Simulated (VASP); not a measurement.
# CaB6: density of states with LDA

CaB6:

```
Ca B
1.0
     4.14773    0.00000    0.00000
     0.00000    4.14773    0.00000
     0.00000    0.00000    4.14773
Ca B
1 6
Cartesian
  2.0739 2.0739 2.0739
  0.0000 0.0000 1.2369
  0.0000 0.0000 2.9109
  1.2369 0.0000 0.0000
  2.9109 0.0000 0.0000
  0.0000 1.2369 0.0000
  0.0000 2.9109 0.0000
```

```yaml
Program: VASP 6.6.1
Task: density of states
Functional: LDA
Potentials_or_basis: VASP PAW LDA potentials, release 64 (Ca_sv, B)
Cutoff: 520 eV
k_mesh: 8 × 8 × 8
Occupations: gaussian, width 0.01 eV
Spin: no spin polarisation
Dipole_correction: no
k_mesh_for_the_DOS: 12 × 12 × 12
Occupations_for_the_DOS: tetrahedron
Further_INCAR_settings: ALGO = Normal; EDIFF = 1e-07
```

| Item | Value |
| --- | --- |
| Valence electrons inside the program's atomic spheres | Ca 8.06; B 2.07 |

Levels at points of the mesh, in eV from the valence-band top:
```
           k point  band 10  band 11  band 12  band 13  band 14  band 15  band 16  band 17  band 18
(0.00, 0.00, 0.00)    -5.12    -5.12    -0.29    -0.29    -0.29     2.87     2.87     2.87     3.29
(0.50, 0.00, 0.00)    -4.71    -2.32    -2.32    -1.72    -0.13     0.11     3.18     3.18     3.74
(0.50, 0.50, 0.00)    -4.91    -2.65    -2.65    -1.42    -1.42     3.08     3.08     3.97     4.32
(0.50, 0.50, 0.50)    -4.30    -4.30    -1.05    -1.05    -1.05     4.12     4.68     4.72     4.80
```

Run time: 46 s on 1 thread of AMD EPYC 9R45 96-Core Processor (Zen 5) (shared host), peak memory 0.19 GiB.
